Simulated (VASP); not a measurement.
# Zn35O36 (a cell with a defect) in VASP: single point with PBE

Aim: the single point of Zn35O36 (a cell with a defect) with PBE.

Program: VASP 6.6.1. These are calculated values, not measurements. Logs are shortened: lines on timing, memory, paths and dates and some standing lists are left out, and cuts for length are marked.

**1. The cell of the first run**

The cell holds a defect, 71 atoms: a = 9.838 Å, b = 9.838 Å, c = 10.588 Å, α = 90.00°, β = 90.00°, γ = 120.00°.

**2. Single point, PBE**

Input file INCAR:

```
SYSTEM = Zn35O36
  PREC = Accurate
  ENCUT = 520
  EDIFF = 1E-6
  ISMEAR = 0
  SIGMA = 0.02
  LREAL = Auto
  LASPH = .True.
  NELM = 80
  ALGO = Normal
  ISIF = 2
  LWAVE = .False.
  LCHARG = .False.
  GGA = PE
  NELECT = 638.0
  NBANDS = 359
```

Input file KPOINTS:

```
regular mesh
0
Gamma
  1 1 1
  0 0 0
```

Input file POSCAR:

```
Zn35O36
1.0
    9.8384282164      0.0000000000      0.0000000000
   -4.9192141082      8.5203287687      0.0000000000
    0.0000000000      0.0000000000     10.5875275224
Zn O
35 36
Direct
    0.1110675035      0.2222657190      0.7471381759
    0.1119108403      0.5559554248      0.2538535078
    0.1111257315      0.5555628343      0.7486569441
    0.1139608575      0.8945883671      0.2525021063
    0.1110676006      0.8888018533      0.7471380814
    0.4387450215      0.2193725208      0.2525021063
    0.4445314398      0.2222657190      0.7471380814
    0.4440839510      0.5548345760      0.2515566542
    0.4438223414      0.5543113568      0.7494127390
    0.4440839488      0.8892493712      0.2515566542
    0.4438223129      0.8895109808      0.7494127390
    0.7773779315      0.2214225591      0.2538535078
    0.7777704633      0.2222076227      0.7486569441
    0.7773780121      0.5559554248      0.2538535078
    0.7777704288      0.5555628343      0.7486569441
    0.7784987484      0.8892493712      0.2515566542
    0.7790218923      0.8895109808      0.7494127390
    0.1139608683      0.2193724034      0.2525022952
    0.2222222070      0.1111110880      0.9862427255
    0.2206707166      0.4383895389      0.4980428139
    0.2218838957      0.4447104217      1.0012749414
    0.2206707294      0.7822810810      0.4980428139
    0.2218838595      0.7771734143      1.0012748470
    0.5510521707      0.1126625540      0.4980428139
    0.5561599488      0.1114494553      1.0012748470
    0.5510520467      0.4383895389      0.4980428139
    0.5561599107      0.4447105391      1.0012748470
    0.5555555298      0.7777777337      0.5009866552
    0.5555555885      0.7777778511      1.0009188621
    0.8949437889      0.1126625540      0.4980428139
    0.8886229122      0.1114494553      1.0012749414
    0.8888888868      0.4444444696      0.4971618717
    0.8888888868      0.4444444696      1.0010378700
    0.8949437363      0.7822811984      0.4980428139
    0.8886228808      0.7771734143      1.0012748470
    0.2222222070      0.1111110880      0.1791048945
    0.2222222070      0.1111110880      0.7291540904
    0.2236023578      0.4465501395      0.1886847515
    0.2226814622      0.4457229413      0.6891823407
    0.2236023858      0.7770521748      0.1886846571
    0.2226814332      0.7769585165      0.6891823407
    0.5562811508      0.1097309770      0.1886846571
    0.5563748108      0.1106519508      0.6891823407
    0.5562811077      0.4465501395      0.1886846571
    0.5563748051      0.4457229413      0.6891824351
    0.5555555298      0.7777777337      0.1896258589
    0.5555555885      0.7777778511      0.6908022656
    0.8867832319      0.1097309770      0.1886847515
    0.8876103853      0.1106518335      0.6891823407
    0.8888888868      0.4444444696      0.1899129892
    0.8888888868      0.4444444696      0.6887335107
    0.8867831151      0.7770521748      0.1886846571
    0.8876103076      0.7769585165      0.6891824351
    0.1022594892      0.2310738298      0.4320039774
    0.1078048216      0.2255285039      0.9410190414
    0.1124270400      0.5562135134      0.4413049213
    0.1105157808      0.5552579165      0.9383563801
    0.1022593724      0.8711853969      0.4320036940
    0.1078048157      0.8822762835      0.9410190414
    0.4621479286      0.2310739472      0.4320036940
    0.4510570084      0.2255285039      0.9410190414
    0.4453039744      0.5572746227      0.4403688198
    0.4447475991      0.5561618722      0.9389670042
    0.4453040059      0.8880293479      0.4403689143
    0.4447476383      0.8885857818      0.9389670042
    0.7771197842      0.2209062644      0.4413049213
    0.7780754398      0.2228175757      0.9383563801
    0.7771196978      0.5562135134      0.4413049213
    0.7780754617      0.5552579165      0.9383563801
    0.7760586680      0.8880293479      0.4403688198
    0.7771714695      0.8885857818      0.9389670042
```

Potentials or basis: VASP PAW PBE potentials, release 64 (Zn, O).

The run is started by

```sh
$ cat potpaw_PBE.64/Zn/POTCAR potpaw_PBE.64/O/POTCAR > POTCAR
$ mpirun -np 1 vasp_gam > vasp.out
```

OUTCAR:

```text
SYSTEM = Zn35O36
   PREC = Accurate
   ENCUT = 520
   EDIFF = 1E-6
   ISMEAR = 0
   LREAL = Auto
   LASPH = .True.
   NELM = 80
   ISIF = 2
   GGA = PE
   NELECT = 638.0

 ion  position               nearest neighbor table
   1  0.111  0.222  0.747-  37 1.90  49 2.00  39 2.00  55 2.05
   2  0.112  0.556  0.254-  56 1.98  40 2.01  38 2.01  50 2.02
   3  0.111  0.556  0.749-  39 1.99  41 1.99  51 2.00  57 2.01
   4  0.114  0.895  0.253-  58 1.91  36 2.00  40 2.05  52 2.05
   5  0.111  0.889  0.747-  37 1.90  41 2.00  53 2.00  59 2.05
   6  0.439  0.219  0.253-  60 1.91  36 2.00  44 2.05  42 2.05
[... 51 lines left out ...]
  58  0.102  0.871  0.432-  34 1.91  22 1.91   4 1.91
  59  0.108  0.882  0.941-  23 1.97  35 1.97  19 2.01   5 2.05
  60  0.462  0.231  0.432-  26 1.91  24 1.91   6 1.91
  61  0.451  0.226  0.941-  25 1.97  27 1.97  19 2.01   7 2.05
  62  0.445  0.557  0.440-  28 1.99   8 2.00  26 2.01  20 2.01
  63  0.445  0.556  0.939-  29 2.00   9 2.01  27 2.01  21 2.01
  64  0.445  0.888  0.440-  28 1.99  10 2.00  24 2.01  22 2.01
  65  0.445  0.889  0.939-  29 2.00  11 2.01  25 2.01  23 2.01
  66  0.777  0.221  0.441-  12 1.98  32 1.99  24 2.02  30 2.02
  67  0.778  0.223  0.938-  33 2.00  25 2.00  31 2.00  13 2.01
  68  0.777  0.556  0.441-  14 1.98  32 1.99  26 2.02  34 2.02
  69  0.778  0.555  0.938-  33 2.00  35 2.00  27 2.00  15 2.01
  70  0.776  0.888  0.440-  28 1.99  16 2.00  30 2.01  34 2.01
  71  0.777  0.889  0.939-  29 2.00  17 2.01  31 2.01  35 2.01

  LATTYP: Found a hexagonal cell.
 ALAT       =     9.8384282164
 C/A-ratio  =     1.0761401404

  Lattice vectors:

 A1 = (   9.8384282164,   0.0000000000,   0.0000000000)
 A2 = (  -4.9192141082,   8.5203287687,   0.0000000000)
 A3 = (   0.0000000000,   0.0000000000,  10.5875275224)

Analysis of symmetry for initial positions (statically):
=====================================================================
 Subroutine PRICEL returns:
 Original cell was already a primitive cell.

 Routine SETGRP: Setting up the symmetry group for a
 hexagonal supercell.

 Subroutine GETGRP returns: Found  6 space group operations
 (whereof  2 operations were pure point group operations)
 out of a pool of 24 trial point group operations.

The static configuration has the point symmetry C_1h.
 The point group associated with its full space group is C_3v.

Analysis of symmetry for dynamics (positions and initial velocities):
[... 231 lines left out ...]
   NFREE  =      0    steps in history (QN), initial steepest desc. (CG)
   ISIF   =      2    stress and relaxation
   ISYM   =      2    0-nonsym 1-usesym 2-fastsym
   POTIM  = 0.5000    time-step for ionic-motion
   TEBEG  =    0.0;   TEEND  =   0.0 temperature during run
   PSTRESS=    0.0 pullay stress
   NELECT =     638.0000    total number of electrons
   NUPDOWN=      -1.0000    fix difference up-down
   EMIN   =  10.00;   EMAX   =-10.00  energy-range for DOS
   EFERMI =   0.00;   METHOD = LEGACY
   ISMEAR =     0;   SIGMA  =   0.02  broadening in eV -4-tet -1-fermi 0-gaus
   EFERMI_NEDOS =   21; number of points for ismear=-14 and -15
   IALGO  =     38    algorithm
   IMIX   =      4    mixing-type and parameters
     AMIX     =   0.40;   BMIX     =  1.00
     AMIX_MAG =   1.60;   BMIX_MAG =  1.00
  volume/ion in A,a.u.               =      12.50        84.36
  Fermi-wavevector in a.u.,A,eV,Ry     =   1.466525  2.771331 29.261996  2.150696
  Thomas-Fermi vector in A             =   2.582252
   LORBIT       =      0    0 simple, 1 ext, 2 COOP (PROOUT), +10 PAW based schemes
   GGA     = PE    functional components
   LHFCALC =     F    Hartree Fock is set to
   AEXX    =    0.0000 exact exchange contribution
   IVDW    =     0    specifies the selected vdW correction
   LEPSILON=     F    determine dielectric tensor
   LRPA    =     F    only Hartree local field effects (RPA)
 non-spin polarized calculation
 Gauss-broadening in eV      SIGMA  =   0.02
  energy-cutoff  :      520.00
  volume of cell :      887.52
 maximum number of plane-waves:     11978
 NGX is ok and might be reduce to    80
   NGX = 37   NGY = 37   NGZ = 39

 number of electron     637.9999962 magnetization

 Free energy of the ion-electron system (eV)
  ---------------------------------------------------
  ext. energy  EPLUGINS =         0.00000000
  ---------------------------------------------------
  free energy    TOTEN  =      -311.40502461 eV

  energy without entropy =     -311.40502461  energy(sigma->0) =     -311.40502461

 E-fermi :   1.2409     XC(G=0): -10.6226

 val. band max:        1.1289956811   @ k =   0.0000   0.0000   0.0000
 cond. band min:       1.6202806182   @ k =   0.0000   0.0000   0.0000
 fundamental gap:      0.4912849371
 Fermi energy:         1.2408815643

 k-point     1 :       0.0000    0.0000    0.0000
  band No.  band energies     occupation
      1     -17.0596      2.00000
      2     -16.7451      2.00000
      3     -16.7032      2.00000
      4     -16.6721      2.00000
      5     -16.6526      2.00000
      6     -16.6526      2.00000
[... 323 lines left out ...]
    330       5.9037      0.00000
    331       5.9037      0.00000
 [bands above 331 left out]

------------------------ aborting loop because EDIFF is reached ----------------------------------------

  FORCE on cell =-STRESS in cart. coord.  units (eV):
  Direction    XX          YY          ZZ          XY          YZ          ZX
  --------------------------------------------------------------------------------------
  -------------------------------------------------------------------------------------
  Total       23.9071771     23.9071771     17.5994508      0.0000000     -0.0000000      0.0000000
  in kB       43.1580938     43.1580938     31.7711601      0.0000000     -0.0000000      0.0000000
  external PRESSURE =      39.3624492 kB  Pullay stress =       0.0000000 kB

 VOLUME and BASIS-vectors are now :
 -----------------------------------------------------------------------------
  energy-cutoff  :      520.00
  volume of cell :      887.52
      direct lattice vectors                 reciprocal lattice vectors
     9.838428216  0.000000000  0.000000000     0.101642252  0.058683182  0.000000000
    -4.919214108  8.520328769  0.000000000     0.000000000  0.117366363  0.000000000
     0.000000000  0.000000000 10.587527522     0.000000000  0.000000000  0.094450758

 POSITION                                       TOTAL-FORCE (eV/Angst)
 -----------------------------------------------------------------------------------
     -0.00064      1.89378      7.91035        -0.030207      0.017440     -0.005501
     -1.63384      4.73692      2.68768        -0.000785     -0.000453     -0.005690
     -1.63963      4.73358      7.92643        -0.003215     -0.001856      0.003116
     -3.27948      7.62219      2.67337         0.000000      0.002514     -0.034762
     -3.27948      7.57288      7.91034        -0.000000     -0.034880     -0.005501
      3.23742      1.86913      2.67337        -0.002177     -0.001257     -0.034762
[... 63 lines left out ...]
      3.26679      7.56630      4.66242        -0.002540     -0.001467      0.008183
      3.27500      7.57104      9.94134         0.001699      0.000981     -0.001904
 -----------------------------------------------------------------------------------
    total drift:                                0.003570     -0.000952     -0.001164

  FREE ENERGIE OF THE ION-ELECTRON SYSTEM (eV)
  ---------------------------------------------------
  free  energy   TOTEN  =      -311.4050246052 eV

  energy  without entropy=     -311.4050246052  energy(sigma->0) =     -311.40502461
```

It took 9.6 min on 1 thread of AMD EPYC 9R14 (Zen 4), shared host; peak memory 0.94 GiB.

What came out:

| Property | Result |
| --- | --- |
| Free energy | -311.4050 eV |
| Largest force | 0.062 eV/Å |

Forces in eV/Å, atoms in the order of the input:
```
Zn  -0.030  0.017 -0.006
Zn  -0.001  0.000 -0.006
Zn  -0.003 -0.002  0.003
Zn   0.000  0.003 -0.035
Zn   0.000 -0.035 -0.006
Zn  -0.002 -0.001 -0.035
Zn   0.030  0.017 -0.006
Zn   0.000 -0.001 -0.003
Zn   0.000  0.002  0.005
Zn  -0.001  0.000 -0.003
Zn   0.002 -0.001  0.005
Zn   0.000  0.001 -0.006
Zn   0.000  0.004  0.003
Zn   0.001  0.000 -0.006
Zn   0.003 -0.002  0.003
Zn   0.001  0.000 -0.003
Zn  -0.002 -0.001  0.005
Zn   0.002 -0.001 -0.035
Zn   0.000  0.000 -0.009
Zn   0.007  0.024  0.016
Zn   0.001  0.011 -0.004
Zn   0.024 -0.006  0.016
Zn   0.010 -0.005 -0.004
Zn   0.018 -0.018  0.016
Zn   0.009 -0.006 -0.004
Zn  -0.007  0.024  0.016
Zn  -0.001  0.011 -0.004
Zn   0.000  0.000  0.007
Zn   0.000  0.000 -0.002
Zn  -0.018 -0.018  0.016
Zn  -0.009 -0.006 -0.004
Zn   0.000  0.000  0.003
Zn   0.000  0.000  0.004
Zn  -0.024 -0.006  0.016
Zn  -0.010 -0.005 -0.004
O    0.000  0.000 -0.029
O    0.000  0.000 -0.039
O   -0.005 -0.011  0.005
O   -0.001  0.001 -0.008
O   -0.012  0.001  0.005
O    0.000 -0.001 -0.008
O   -0.007  0.010  0.005
O    0.001  0.001 -0.008
O    0.005 -0.011  0.005
O    0.001  0.001 -0.008
O    0.000  0.000  0.009
O    0.000  0.000 -0.001
O    0.007  0.010  0.005
O   -0.001  0.001 -0.008
O    0.000  0.000  0.004
O    0.000  0.000 -0.002
O    0.012  0.001  0.005
O    0.000 -0.001 -0.008
O    0.050 -0.029  0.023
O    0.000  0.000 -0.010
O    0.011  0.006  0.024
O    0.002  0.001 -0.004
O    0.000  0.057  0.023
O    0.000  0.000 -0.010
O   -0.050 -0.029  0.023
O    0.000  0.000 -0.010
O    0.000  0.003  0.008
O    0.000 -0.002 -0.002
O    0.003 -0.001  0.008
O   -0.002  0.001 -0.002
O    0.000 -0.013  0.024
O    0.000 -0.003 -0.004
O   -0.011  0.006  0.024
O   -0.002  0.001 -0.004
O   -0.003 -0.001  0.008
O    0.002  0.001 -0.002
```

Caveat: the k points lie up to 0.74 Å⁻¹ apart; the cell carries a net charge on a neutralising background, which shifts energy and pressure; the cell is charged against a uniform background, so pressure and absolute levels hang on convention.
